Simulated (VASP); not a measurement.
# MgNi3Te4 (P-43m) in VASP: relaxation of cell and atoms with PBE

Aim: the relaxation of cell and atoms of MgNi3Te4 with PBE.

Program: VASP 6.6.1. These are calculated values, not measurements. Logs are shortened: lines on timing, memory, paths and dates and some standing lists are left out, and cuts for length are marked.

**1. The cell of the first run**

The structure is cubic, space group P-43m (No. 215). Conventional cell: a = 5.702 Å, b = 5.702 Å, c = 5.702 Å, α = 90.00°, β = 90.00°, γ = 90.00°. Within 3.3 Å of Mg (site symmetry -43m) lie 4 Te at 2.47 Å. Within 3.3 Å of Ni (site symmetry -42m) lie 4 Te at 2.47 Å. Te (site symmetry 3m) has 1 Mg at 2.47 Å and 3 Ni at 2.47 Å within 3.3 Å.

**2. Relaxation of cell and atoms, PBE, collinear spin, ferromagnetic start**

Input file INCAR:

```
  ALGO = Normal
  EDIFF = 1E-7
  EDIFFG = -0.04
  ENCUT = 600
  GGA = PE
  GGA_COMPAT = F
  IBRION = 2
  ISIF = 3
  ISMEAR = 0
  ISPIN = 2
  LASPH = T
  LCHARG = F
  LMAXMIX = 4
  LORBIT = 11
  LREAL = F
  LWAVE = F
  MAGMOM = 0 2 2 2 0 0 0 0
  NELM = 200
  NELMIN = 4
  NSW = 90
  PREC = Accurate
  SIGMA = 0.1
```

Input file KPOINTS:

```
k-points
0
Gamma
  4 4 4
```

Input file POSCAR:

```
MgNi3Te4
1.0
    5.7022297200      0.0000000000      0.0000000000
    0.0000000000      5.7022297200      0.0000000000
    0.0000000000      0.0000000000      5.7022297200
Mg Ni Te
1 3 4
Direct
    0.0000000000      0.0000000000      0.0000000000
    0.0000000000      0.5000000000      0.5000000000
    0.5000000000      0.0000000000      0.5000000000
    0.5000000000      0.5000000000      0.0000000000
    0.2500000000      0.2500000000      0.7500000000
    0.2500000000      0.7500000000      0.2500000000
    0.7500000000      0.2500000000      0.2500000000
    0.7500000000      0.7500000000      0.7500000000
```

Potentials or basis: VASP PAW PBE potentials, release 64 (Mg, Ni, Te).

On the command line:

```bash
$ cat potpaw_PBE.64/Mg/POTCAR potpaw_PBE.64/Ni/POTCAR potpaw_PBE.64/Te/POTCAR > POTCAR
$ mpirun -np 1 vasp_std > vasp.out
```

OUTCAR:

```text
EDIFF = 1E-7
   EDIFFG = -0.04
   ENCUT = 600
   GGA = PE
   IBRION = 2
   ISIF = 3
   ISMEAR = 0
   ISPIN = 2
   LASPH = T
   LORBIT = 11
   LREAL = F
   NELM = 200
   NELMIN = 4
   NSW = 90
   PREC = Accurate

 ion  position               nearest neighbor table
   1  0.000  0.000  0.000-   5 2.47   6 2.47   7 2.47   8 2.47
   2  0.000  0.500  0.500-   5 2.47   6 2.47   7 2.47   8 2.47
   3  0.500  0.000  0.500-   5 2.47   6 2.47   7 2.47   8 2.47
   4  0.500  0.500  0.000-   5 2.47   6 2.47   7 2.47   8 2.47
   5  0.250  0.250  0.750-   1 2.47   2 2.47   3 2.47   4 2.47
   6  0.250  0.750  0.250-   1 2.47   2 2.47   3 2.47   4 2.47
   7  0.750  0.250  0.250-   1 2.47   2 2.47   3 2.47   4 2.47
   8  0.750  0.750  0.750-   1 2.47   2 2.47   3 2.47   4 2.47

  LATTYP: Found a simple cubic cell.
 ALAT       =     5.7022297200

  Lattice vectors:

 A1 = (   5.7022297200,   0.0000000000,   0.0000000000)
 A2 = (   0.0000000000,   5.7022297200,   0.0000000000)
 A3 = (   0.0000000000,   0.0000000000,   5.7022297200)

Analysis of symmetry for initial positions (statically):
=====================================================================
 Subroutine PRICEL returns:
 Original cell was already a primitive cell.

 Routine SETGRP: Setting up the symmetry group for a
 simple cubic supercell.

 Subroutine GETGRP returns: Found 24 space group operations
 (whereof 24 operations were pure point group operations)
 out of a pool of 48 trial point group operations.

The static configuration has the point symmetry T_d .

Analysis of symmetry for dynamics (positions and initial velocities):
=====================================================================
 Subroutine PRICEL returns:
 Original cell was already a primitive cell.

 Routine SETGRP: Setting up the symmetry group for a
 simple cubic supercell.

 Subroutine GETGRP returns: Found 24 space group operations
 (whereof 24 operations were pure point group operations)
 out of a pool of 48 trial point group operations.

The dynamic configuration has the point symmetry T_d .

Analysis of structural, dynamic, and magnetic symmetry:
=====================================================================
 Subroutine PRICEL returns:
 Original cell was already a primitive cell.

 Routine SETGRP: Setting up the symmetry group for a
 simple cubic supercell.

 Subroutine GETGRP returns: Found 24 space group operations
 (whereof 24 operations were pure point group operations)
 out of a pool of 48 trial point group operations.

The overall configuration has the point symmetry T_d .

 Subroutine INISYM returns: Found 24 space group operations
 (whereof 24 operations are pure point group operations),
 and found     1 'primitive' translations

----------------------------------------------------------------------------------------

                                     Primitive cell

  volume of cell :     185.4104

  direct lattice vectors                    reciprocal lattice vectors
     5.702229720  0.000000000  0.000000000     0.175369995  0.000000000  0.000000000
     0.000000000  5.702229720  0.000000000     0.000000000  0.175369995  0.000000000
     0.000000000  0.000000000  5.702229720     0.000000000  0.000000000  0.175369995

  length of vectors
     5.702229720  5.702229720  5.702229720     0.175369995  0.175369995  0.175369995

  position of ions in fractional coordinates (direct lattice)
     0.000000000  0.000000000  0.000000000
     0.000000000  0.500000000  0.500000000
     0.500000000  0.000000000  0.500000000
     0.500000000  0.500000000  0.000000000
     0.250000000  0.250000000  0.750000000
     0.250000000  0.750000000  0.250000000
     0.750000000  0.250000000  0.250000000
     0.750000000  0.750000000  0.750000000

  ion indices of the primitive-cell ions
   primitive index   ion index
                 1           1
                 2           2
                 3           3
                 4           4
                 5           5
                 6           6
                 7           7
[... 25 lines left out ...]

 Found     10 irreducible k-points:

 Following reciprocal coordinates:
            Coordinates               Weight
  0.000000  0.000000  0.000000      1.000000
  0.250000  0.000000  0.000000      6.000000
  0.500000  0.000000  0.000000      3.000000
  0.250000  0.250000  0.000000     12.000000
  0.500000  0.250000  0.000000     12.000000
  0.500000  0.500000  0.000000      3.000000
  0.250000  0.250000  0.250000      8.000000
  0.500000  0.250000  0.250000     12.000000
  0.500000  0.500000  0.250000      6.000000
  0.500000  0.500000  0.500000      1.000000
   k-points           NKPTS =     10   k-points in BZ     NKDIM =     10   number of bands    NBANDS=     36
   number of dos      NEDOS =    301   number of ions     NIONS =      8
   total plane-waves  NPLWV = 110592
   dimension x,y,z NGX =    48 NGY =   48 NGZ =   48
   dimension x,y,z NGXF=    96 NGYF=   96 NGZF=   96
   ions per type =               1   3   4
   NGX,Y,Z   is equivalent  to a cutoff of  13.99, 13.99, 13.99 a.u.
   NGXF,Y,Z  is equivalent  to a cutoff of  27.99, 27.99, 27.99 a.u.
 SYSTEM =  unknown system
   PREC   = accura    normal or accurate (medium, high low for compatibility)
   ISTART =      0    job   : 0-new  1-cont  2-samecut
   ICHARG =      2    charge: 1-file 2-atom 10-const
   ISPIN  =      2    spin polarized calculation?
   LNONCOLLINEAR =      F non collinear calculations
   LSORBIT =      F    spin-orbit coupling
   LASPH  =      T    aspherical Exc in radial PAW
   ENCUT  =  600.0 eV  44.10 Ry    6.64 a.u.  11.39 11.39 11.39*2*pi/ulx,y,z
   NELM   =    200;   NELMIN=  4; NELMDL= -5     # of ELM steps
   EDIFF  = 0.1E-06   stopping-criterion for ELM
   LREAL  =      F    real-space projection
   EDIFFG = -.4E-01   stopping-criterion for IOM
   NSW    =     90    number of steps for IOM
   IBRION =      2    ionic relax: 0-MD 1-quasi-New 2-CG
   NFREE  =      1    steps in history (QN), initial steepest desc. (CG)
   ISIF   =      3    stress and relaxation
   ISYM   =      2    0-nonsym 1-usesym 2-fastsym
   POTIM  = 0.5000    time-step for ionic-motion
   TEBEG  =    0.0;   TEEND  =   0.0 temperature during run
   PSTRESS=    0.0 pullay stress
   NELECT =      56.0000    total number of electrons
   NUPDOWN=      -1.0000    fix difference up-down
   EMIN   =  10.00;   EMAX   =-10.00  energy-range for DOS
   EFERMI =   0.00;   METHOD = LEGACY
   ISMEAR =     0;   SIGMA  =   0.10  broadening in eV -4-tet -1-fermi 0-gaus
   EFERMI_NEDOS =   21; number of points for ismear=-14 and -15
   IALGO  =     38    algorithm
   IMIX   =      4    mixing-type and parameters
     AMIX     =   0.40;   BMIX     =  1.00
     AMIX_MAG =   1.60;   BMIX_MAG =  1.00
  volume/ion in A,a.u.               =      23.18       156.40
  Fermi-wavevector in a.u.,A,eV,Ry     =   1.098397  2.075670 16.415112  1.206477
  Thomas-Fermi vector in A             =   2.234774
   LORBIT       =     11    0 simple, 1 ext, 2 COOP (PROOUT), +10 PAW based schemes
   GGA     = PE    functional components
   LHFCALC =     F    Hartree Fock is set to
   AEXX    =    0.0000 exact exchange contribution
   IVDW    =     0    specifies the selected vdW correction
   LEPSILON=     F    determine dielectric tensor
   LRPA    =     F    only Hartree local field effects (RPA)
 conjugate gradient relaxation of ions
 spin polarized calculation
 Gauss-broadening in eV      SIGMA  =   0.10
  energy-cutoff  :      600.00
  volume of cell :      185.41
 maximum number of plane-waves:      6217
 NGX is ok and might be reduce to    48
   NGX = 23   NGY = 23   NGZ = 23

--------------------------------------- Ionic step        1  -------------------------------------------

 number of electron      56.0000012 magnetization       0.0013732

 number of electron      56.0000012 magnetization      -0.0006830

 Free energy of the ion-electron system (eV)
  ---------------------------------------------------
  ext. energy  EPLUGINS =         0.00000000
  ---------------------------------------------------
  free energy    TOTEN  =       -30.61494431 eV

  energy without entropy =      -30.59449327  energy(sigma->0) =      -30.60471879

------------------------ aborting loop because EDIFF is reached ----------------------------------------

  FORCE on cell =-STRESS in cart. coord.  units (eV):
  Direction    XX          YY          ZZ          XY          YZ          ZX
  --------------------------------------------------------------------------------------
  -------------------------------------------------------------------------------------
  Total        9.7233897      9.7233897      9.7233897     -0.0000000      0.0000000      0.0000000
  in kB       84.0222186     84.0222186     84.0222186     -0.0000000      0.0000000      0.0000000
  external PRESSURE =      84.0222186 kB  Pullay stress =       0.0000000 kB
[... 75 lines left out ...]
 number of electron      55.9999970 magnetization      -0.0000013

 number of electron      55.9999970 magnetization       0.0000008

 E-fermi :   4.5227     XC(G=0):  -9.1034

 val. band max:        4.4751803623   @ k =   0.2500   0.2500   0.2500
 cond. band min:       4.5368661450   @ k =   0.5000   0.5000   0.5000
 fundamental gap:      0.0616857827
 Fermi energy:         4.5226814877

 spin component 1

 k-point     1 :       0.0000    0.0000    0.0000
  band No.  band energies     occupation
      1      -7.3218      1.00000
      2      -6.0928      1.00000
      3      -6.0928      1.00000
      4      -6.0928      1.00000
      5      -0.0691      1.00000
      6      -0.0635      1.00000
[... 903 lines left out ...]
 number of electron      55.9999964 magnetization       0.0000000

 number of electron      55.9999964 magnetization      -0.0000000

 Free energy of the ion-electron system (eV)
  ---------------------------------------------------
  ext. energy  EPLUGINS =         0.00000000
  ---------------------------------------------------
  free energy    TOTEN  =       -32.04462264 eV

  energy without entropy =      -32.01850146  energy(sigma->0) =      -32.03156205

 E-fermi :   5.0090     XC(G=0):  -9.2656

 val. band max:        4.9570615900   @ k =   0.2500   0.2500   0.2500
 cond. band min:       5.0454719534   @ k =   0.2500   0.2500   0.0000
 fundamental gap:      0.0884103634
 Fermi energy:         5.0090448860

 spin component 1

 k-point     1 :       0.0000    0.0000    0.0000
  band No.  band energies     occupation
      1      -7.1829      1.00000
      2      -5.7689      1.00000
      3      -5.7689      1.00000
      4      -5.7689      1.00000
      5       0.1049      1.00000
      6       0.1079      1.00000
[... 807 lines left out ...]
  FREE ENERGIE OF THE ION-ELECTRON SYSTEM (eV)
  ---------------------------------------------------
  free  energy   TOTEN  =       -32.0446226448 eV

  energy  without entropy=      -32.0185014552  energy(sigma->0) =      -32.03156205

 reached required accuracy - stopping structural energy minimisation

 total charge

# of ion       s       p       d       tot
------------------------------------------
    1        0.197   0.130   0.023   0.350
    2        0.439   0.401   8.408   9.249
    3        0.439   0.401   8.408   9.249
    4        0.439   0.401   8.408   9.249
    5        1.354   1.999   0.062   3.415
    6        1.354   1.999   0.062   3.415
    7        1.354   1.999   0.062   3.415
    8        1.354   1.999   0.062   3.415
--------------------------------------------------
tot          6.930   9.329  25.497  41.756

 magnetization (x)

# of ion       s       p       d       tot
------------------------------------------
    1        0.000  -0.000  -0.000  -0.000
    2        0.000   0.000   0.000   0.000
    3        0.000   0.000   0.000   0.000
    4        0.000   0.000   0.000   0.000
    5       -0.000  -0.000   0.000  -0.000
    6       -0.000  -0.000   0.000  -0.000
    7       -0.000  -0.000   0.000  -0.000
    8       -0.000  -0.000   0.000  -0.000
--------------------------------------------------
tot          0.000  -0.000   0.000   0.000
```

It took 23 min on 1 thread of Intel Xeon 8259CL, shared host; peak memory 0.5 GiB.

What came out:

```yaml
Free_energy: -32.0446 eV
Relaxed_volume: 25.80 Å³/atom
Relaxed_cell: a = 5.909 Å, b = 5.909 Å, c = 5.909 Å, α = 90.00°, β = 90.00°, γ = 90.00°
Space_group_after_relaxing_to_0.1_Å: P-43m (No. 215)
Energy_gained_by_relaxing: 178.7 meV/atom
Ionic_steps: 6
Pressure_after_relaxing: 0.0 GPa
Band_gap_on_the_k_mesh: zero (filled and empty bands overlap)
Net_moment: 0.00 μB per cell
Valence_electrons_inside_the_program's_atomic_spheres: Mg 0.35; Ni 9.25; Te 3.42
```

The path:
```csv
step,energy change (eV),largest force (eV/Å),pressure (GPa),volume (Å³)
1,0.0000,2.5762,8.40,185.41
2,-1.1435,0.7383,-3.17,219.97
3,-1.1709,0.9278,-2.01,214.44
4,-1.3780,0.4553,-0.60,208.17
5,-1.4221,0.1034,0.66,203.79
6,-1.4297,0.0016,-0.05,206.37
```

Final structure:
```
CELL_PARAMETERS angstrom
5.90948 0.00000 0.00000
0.00000 5.90948 0.00000
0.00000 0.00000 5.90948
ATOMIC_POSITIONS crystal
Mg 0.00000 0.00000 0.00000
Ni 0.00000 0.50000 0.50000
Ni 0.50000 0.00000 0.50000
Ni 0.50000 0.50000 0.00000
Te 0.27134 0.27134 0.72866
Te 0.27134 0.72866 0.27134
Te 0.72866 0.27134 0.27134
Te 0.72866 0.72866 0.72866
```

Caveat: the moments typed at the start vanished in this run; spin-orbit coupling is left out, which moves the levels of the heavy elements.

The gap in the log of VASP goes by the Fermi energy; the results here count the filled bands.